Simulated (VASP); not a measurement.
Write the native input for VASP 6.6.1 that does the following.

- Task: relaxation of cell and atoms
- Functional: PBE
- Potentials or basis: VASP PAW PBE potentials, release 64 (Lu)
- Cutoff: 600 eV
- k mesh: 14 × 14 × 13
- Occupations: fermi-dirac, width 0.08 eV
- Spin: no spin polarisation
- Target pressure: 13 GPa
- Dipole correction: no
- Further INCAR settings: ALGO = Normal; EDIFF = 1e-06; IBRION = 2; EDIFFG = -0.005; NSW = 60; ISIF = 3

The structure of Lu lies in POSCAR:

```
Lu
1.0
    3.0961528092      0.0000000000      0.0000000000
   -1.5480764046      2.6813469868      0.0000000000
    0.0000000000      0.0000000000      2.9103836406
Lu
1
Direct
    0.0000000000      0.0000000000      0.0000000000
```

This isn't the form of Lu at room conditions, which is hcp.

One way to write it, as run:

INCAR

```
ALGO     = Normal         # electronic algorithm
EDIFF    = 1E-6           # SCF threshold, eV
EDIFFG   = -0.005         # ionic threshold
ENCUT    = 600            # plane-wave cutoff, eV
GGA      = PE             # functional
IBRION   = 2              # ionic algorithm
ISIF     = 3              # what is computed and relaxed
ISMEAR   = -1             # smearing method
LASPH    = T              # aspherical terms in the spheres
LCHARG   = F              # write CHGCAR
LREAL    = F              # projectors in reciprocal space
LWAVE    = F              # write WAVECAR
NELM     = 60             # most SCF steps
NSW      = 60             # ionic steps
PREC     = Accurate       # precision mode
PSTRESS  = 130.0        
SIGMA    = 0.08           # smearing width, eV
```

KPOINTS

```
k-points
0
Gamma
  14 14 13
```

Potentials or basis: VASP PAW PBE potentials, release 64 (Lu).

Command:

```bash
$ cat potpaw_PBE.64/Lu/POTCAR > POTCAR
$ mpirun -np 1 vasp_std > vasp.out
```

Results of the run:

| Property | Result |
| --- | --- |
| Relaxed volume | 24.25 Å³/atom |
| Relaxed cell | a = 3.076 Å, b = 3.076 Å, c = 2.959 Å, α = 90.00°, β = 90.00°, γ = 120.00° |
| Space group after relaxing (to 0.1 Å) | P6/mmm (No. 191) |
| Energy change on relaxing (the run minimises the enthalpy) | -11.5 meV/atom |
| Ionic steps | 36 |
| Pressure after relaxing | 13.0 GPa |
| Band gap on the k mesh | zero (an odd number of electrons rules out a gap without spin polarisation) |

Caveat: the cell is relaxed towards a set pressure, so the run minimises the enthalpy, not the energy; spin-orbit coupling is left out, which moves the levels of the heavy elements.

It took 25 min on 1 thread of Oxide Virtual Turin-like Processor, with other jobs on the host, peak memory 0.21 GiB.
